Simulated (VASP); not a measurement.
# Zn2AsP3 (P-3m1) in VASP: notebook, part 2 of 2

VASP 6.6.1.

### 3 Relaxation of cell and atoms, PBEsol

This run uses another cell than the first one, of 22.75 Å³/atom.

The input, INCAR:

```
PREC = Accurate ; ENCUT = 600
EDIFF = 1E-6 ; ISMEAR = -1
SIGMA = 0.03 ; LREAL = False
LASPH = True ; NELM = 100
ALGO = Normal ; ISIF = 3
LWAVE = False ; LCHARG = False
GGA = PS ; IBRION = 2
NSW = 100 ; EDIFFG = -0.01
```

The input, KPOINTS:

```
Automatic mesh
0
Gamma
  6 6 2
```

The input, POSCAR:

```
Zn2AsP3
1.0
    3.9899493100      0.0000000000      0.0000000000
   -1.9949746500      3.4553974600      0.0000000000
    0.0000000000      0.0000000000      9.9006305300
Zn As P
2 1 3
Direct
    0.3333333300      0.6666666700      0.8271350000
    0.6666666700      0.3333333300      0.1728650000
    0.0000000000      0.0000000000      0.5000000000
    0.3333333300      0.6666666700      0.3480920000
    0.6666666700      0.3333333300      0.6519080000
    0.0000000000      0.0000000000      0.0000000000
```

Potentials or basis: VASP PAW PBE potentials, release 64 (Zn, As, P).

On the command line:

```console
cat potpaw_PBE.64/Zn/POTCAR potpaw_PBE.64/As/POTCAR potpaw_PBE.64/P/POTCAR > POTCAR
mpirun -np 1 vasp_std > vasp.out
```

OUTCAR:

```text
PREC = Accurate
   ENCUT = 600
   EDIFF = 1E-6
   ISMEAR = -1
   LREAL = False
   LASPH = True
   NELM = 100
   ISIF = 3
   GGA = PS
   IBRION = 2
   NSW = 100
   EDIFFG = -0.01

 ion  position               nearest neighbor table
   1  0.333  0.667  0.827-   6 2.87   6 2.87   6 2.87   5 2.88   5 2.88   5 2.88
   2  0.667  0.333  0.173-   6 2.87   6 2.87   6 2.87   4 2.88   4 2.88   4 2.88
   3  0.000  0.000  0.500-   4 2.75   5 2.75   4 2.75   5 2.75   5 2.75   4 2.75
   4  0.333  0.667  0.348-   3 2.75   3 2.75   3 2.75   2 2.88   2 2.88   2 2.88
   5  0.667  0.333  0.652-   3 2.75   3 2.75   3 2.75   1 2.88   1 2.88   1 2.88
   6  0.000  0.000  0.000-   1 2.87   2 2.87   1 2.87   2 2.87   2 2.87   1 2.87

  LATTYP: Found a hexagonal cell.
 ALAT       =     3.9899493100
 C/A-ratio  =     2.4813925593

  Lattice vectors:

 A1 = (   3.9899493100,   0.0000000000,   0.0000000000)
 A2 = (  -1.9949746500,   3.4553974600,   0.0000000000)
 A3 = (   0.0000000000,   0.0000000000,   9.9006305300)

Analysis of symmetry for initial positions (statically):
=====================================================================
 Subroutine PRICEL returns:
 Original cell was already a primitive cell.

 Routine SETGRP: Setting up the symmetry group for a
 hexagonal supercell.

 Subroutine GETGRP returns: Found 12 space group operations
 (whereof 12 operations were pure point group operations)
 out of a pool of 24 trial point group operations.

The static configuration has the point symmetry D_3d.

Analysis of symmetry for dynamics (positions and initial velocities):
=====================================================================
 Subroutine PRICEL returns:
 Original cell was already a primitive cell.

 Routine SETGRP: Setting up the symmetry group for a
 hexagonal supercell.

 Subroutine GETGRP returns: Found 12 space group operations
 (whereof 12 operations were pure point group operations)
 out of a pool of 24 trial point group operations.

The dynamic configuration has the point symmetry D_3d.

 Subroutine INISYM returns: Found 12 space group operations
 (whereof 12 operations are pure point group operations),
 and found     1 'primitive' translations

----------------------------------------------------------------------------------------

                                     Primitive cell

  volume of cell :     136.4986
[... 109 lines left out ...]
  Thomas-Fermi vector in A             =   2.259152
   LORBIT       =      0    0 simple, 1 ext, 2 COOP (PROOUT), +10 PAW based schemes
   GGA     = PS    functional components
   LHFCALC =     F    Hartree Fock is set to
   AEXX    =    0.0000 exact exchange contribution
   IVDW    =     0    specifies the selected vdW correction
   LEPSILON=     F    determine dielectric tensor
   LRPA    =     F    only Hartree local field effects (RPA)
 conjugate gradient relaxation of ions
 non-spin polarized calculation
  energy-cutoff  :      600.00
  volume of cell :      136.50
 maximum number of plane-waves:      4578
 NGX is ok and might be reduce to    32
   NGX = 15   NGY = 15   NGZ = 39

--------------------------------------- Ionic step        1  -------------------------------------------

 number of electron      44.0000005 magnetization

 Free energy of the ion-electron system (eV)
  ---------------------------------------------------
  ext. energy  EPLUGINS =         0.00000000
  ---------------------------------------------------
  free energy    TOTEN  =       -22.24235713 eV

  energy without entropy =      -22.22031875  energy(sigma->0) =      -22.23133794

 E-fermi :   2.5144     XC(G=0):  -9.6336

 val. band max:        2.4879088528   @ k =   0.3333   0.1667   0.5000
 cond. band min:       2.5353479167   @ k =   0.3333   0.0000   0.0000
 fundamental gap:      0.0474390639
 Fermi energy:         2.5143501006

 k-point     1 :       0.0000    0.0000    0.0000
  band No.  band energies     occupation
      1     -10.1863      2.00000
      2      -7.3834      2.00000
      3      -7.3092      2.00000
      4      -4.4181      2.00000
      5      -3.8645      2.00000
      6      -3.8645      2.00000
[... 508 lines left out ...]
  FREE ENERGIE OF THE ION-ELECTRON SYSTEM (eV)
  ---------------------------------------------------
  free  energy   TOTEN  =       -24.7933724808 eV

  energy  without entropy=      -24.7869848286  energy(sigma->0) =      -24.79017865

[... ionic steps 4 to 9 ...]

--------------------------------------- Ionic step       10  -------------------------------------------

 number of electron      44.0000001 magnetization

------------------------ aborting loop because EDIFF is reached ----------------------------------------
[... 75 lines left out ...]
--------------------------------------- Ionic step       12  -------------------------------------------

 number of electron      44.0000002 magnetization

 Free energy of the ion-electron system (eV)
  ---------------------------------------------------
  ext. energy  EPLUGINS =         0.00000000
  ---------------------------------------------------
  free energy    TOTEN  =       -25.02619094 eV

  energy without entropy =      -25.02045947  energy(sigma->0) =      -25.02332521

 E-fermi :   5.9431     XC(G=0): -11.1821

 val. band max:        5.7333769381   @ k =   0.1667   0.0000   0.0000
 cond. band min:       5.9493981592   @ k =   0.0000   0.0000   0.5000
 fundamental gap:      0.2160212211
 Fermi energy:         5.9431284891

 k-point     1 :       0.0000    0.0000    0.0000
  band No.  band energies     occupation
      1      -9.0606      2.00000
      2      -6.2114      2.00000
      3      -6.0588      2.00000
      4      -1.7377      2.00000
      5      -1.5610      2.00000
      6      -1.4136      2.00000
[... 428 lines left out ...]
  FREE ENERGIE OF THE ION-ELECTRON SYSTEM (eV)
  ---------------------------------------------------
  free  energy   TOTEN  =       -25.0261909394 eV

  energy  without entropy=      -25.0204594728  energy(sigma->0) =      -25.02332521

 reached required accuracy - stopping structural energy minimisation
```

OSZICAR:

```text
N       E                     dE             d eps       ncg     rms          rms(c)
DAV:   1     0.262556405404E+03    0.26256E+03   -0.21155E+04   728   0.192E+03
DAV:   2     0.285456583345E+01   -0.25970E+03   -0.25558E+03   760   0.369E+02
DAV:   3    -0.219544234954E+02   -0.24809E+02   -0.24082E+02   912   0.106E+02
[... 113 lines left out ...]
DAV:   1    -0.250262409935E+02   -0.51373E-04   -0.32390E-03   864   0.561E-01    0.570E-02
DAV:   2    -0.250261999980E+02    0.40995E-04   -0.29061E-04   884   0.349E-01    0.241E-02
DAV:   3    -0.250261934030E+02    0.65950E-05   -0.16095E-05   908   0.507E-02    0.125E-02
DAV:   4    -0.250261910220E+02    0.23810E-05   -0.59344E-06   672   0.199E-02    0.362E-03
DAV:   5    -0.250261909394E+02    0.82539E-07   -0.13488E-06   364   0.867E-03
  12 F= -.25026191E+02 E0= -.25023325E+02  d E =-.148976E-03
```

CONTCAR:

```text
Zn2AsP3
   1.00000000000000
     3.5370489192193539   -0.0000000006700147   -0.0000000000000000
    -1.7685244557574789    3.0631742173203609    0.0000000000000000
    -0.0000000000000001   -0.0000000000000000    8.8909583497918110
  Zn              As              P
     2     1     3
Direct
     0.3333333300000021    0.6666666699999979    0.8415557418758606
     0.6666666699999979    0.3333333300000021    0.1584442581241394
     0.0000000000000000    0.0000000000000000    0.5000000000000000
     0.3333333300000021    0.6666666699999979    0.3300638727424072
     0.6666666699999979    0.3333333300000021    0.6699361272575928
     0.0000000000000000    0.0000000000000000    0.0000000000000000

  0.00000000E+00  0.00000000E+00  0.00000000E+00
  0.00000000E+00  0.00000000E+00  0.00000000E+00
  0.00000000E+00  0.00000000E+00  0.00000000E+00
  0.00000000E+00  0.00000000E+00  0.00000000E+00
  0.00000000E+00  0.00000000E+00  0.00000000E+00
  0.00000000E+00  0.00000000E+00  0.00000000E+00
```

Wall time 12 min (1 thread of AMD EPYC 7R43 (Zen 3), shared host); peak memory 0.27 GiB.

Results:

* Free energy: -25.0262 eV
* Relaxed volume: 16.05 Å³/atom
* Relaxed cell: a = 3.537 Å, b = 3.537 Å, c = 8.891 Å, α = 90.00°, β = 90.00°, γ = 120.00°
* Space group after relaxing (to 0.1 Å): P-3m1 (No. 164)
* Energy gained by relaxing: 464.0 meV/atom
* Ionic steps: 12
* Pressure after relaxing: 0.0 GPa
* Largest force after relaxing: 0.004 eV/Å
* Band gap on the k mesh: zero (bands 22 and 23 overlap by 1.82 eV)

Forces on the atoms (eV/Å):
```
Zn   0.000  0.000 -0.004
Zn   0.000  0.000  0.004
As   0.000  0.000  0.000
P    0.000  0.000  0.003
P    0.000  0.000 -0.003
P    0.000  0.000  0.000
```

Step by step:
```csv
step,energy change (eV),largest force (eV/Å),pressure (GPa),volume (Å³)
1,0.0000,0.2872,-15.19,136.50
2,-2.5498,1.1919,-0.37,98.16
3,-2.5510,1.2240,0.13,97.60
4,-2.6807,0.6619,0.18,96.68
5,-2.7437,0.3975,0.76,95.70
6,-2.7482,0.3893,1.00,95.33
7,-2.7711,0.2304,-0.73,96.93
8,-2.7723,0.1906,-1.12,97.38
9,-2.7837,0.0066,0.20,96.13
10,-2.7837,0.0097,0.15,96.18
11,-2.7838,0.0069,-0.10,96.36
12,-2.7838,0.0043,-0.01,96.33
```

Final structure:
```
Zn As P
1.0
     3.53705    0.00000    0.00000
    -1.76852    3.06317    0.00000
     0.00000    0.00000    8.89096
Zn As P
2 1 3
Cartesian
  0.0000 2.0421 7.4822
  1.7685 1.0211 1.4087
  0.0000 0.0000 4.4455
  0.0000 2.0421 2.9346
  1.7685 1.0211 5.9564
  0.0000 0.0000 0.0000
```

Caveat: the volume moved by over 15 % at a fixed basis, so the end points are rough; the PAW data sets were made with another functional, which shifts forces and pressure a little.
